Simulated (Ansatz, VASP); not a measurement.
# BN in VASP and in Ansatz

```xyz
12
Lattice="-2.5539 0.0000 0.0000 1.2770 -2.2118 0.0000 0.0000 0.0000 13.4306" Properties=species:S:1:pos:R:3 pbc="T T T"
B     0.0000   -1.4745    2.9044
B     0.0000   -1.4745    7.1312
B     0.0000   -1.4745   11.3581
B    -1.2770   -0.7373    0.7909
B    -1.2770   -0.7373    5.0178
B    -1.2770   -0.7373    9.2447
N     0.0000   -1.4745    1.3216
N     0.0000   -1.4745    5.5485
N     0.0000   -1.4745    9.7753
N    -1.2770   -0.7373   11.8888
N    -1.2770   -0.7373    3.4351
N    -1.2770   -0.7373    7.6619
```

Alike in both runs: task single point; functional LDA; k mesh 10 × 10 × 2; occupations gaussian, width 0.05 eV; no spin polarisation.

|  | VASP | Ansatz |
| --- | --- | --- |
| version | VASP 6.6.1 | Ansatz 0.2.0 |
| potentials or method | VASP PAW LDA potentials, release 64 (B, N), cutoff 520 eV | scalar-relativistic, plane waves, PAW |
| valence electrons in the cell | 48 | 48 |

VASP gave:

```
gap on the k mesh at the Fermi level (eV)                     : 2.32
least direct gap on the mesh (eV)                             : 2.82
pressure (GPa)                                                : -18.4
traceless stress, the component that is largest in VASP (GPa) : -10.00
rms of the force components (eV/Å)                            : 0.660
```

Task: Estimate Ansatz's values.

Result: gap on the k mesh at the Fermi level (eV): 2.31; least direct gap on the mesh (eV): 2.82; pressure (GPa): -19.2; traceless stress, the component that is largest in VASP (GPa): -9.88; rms of the force components (eV/Å): 0.659.

LDA's correlation is that of Perdew and Zunger in VASP and of Perdew and Wang (1992) in Ansatz. Atom by atom the forces differ by 0.008 eV/Å (rms over components).
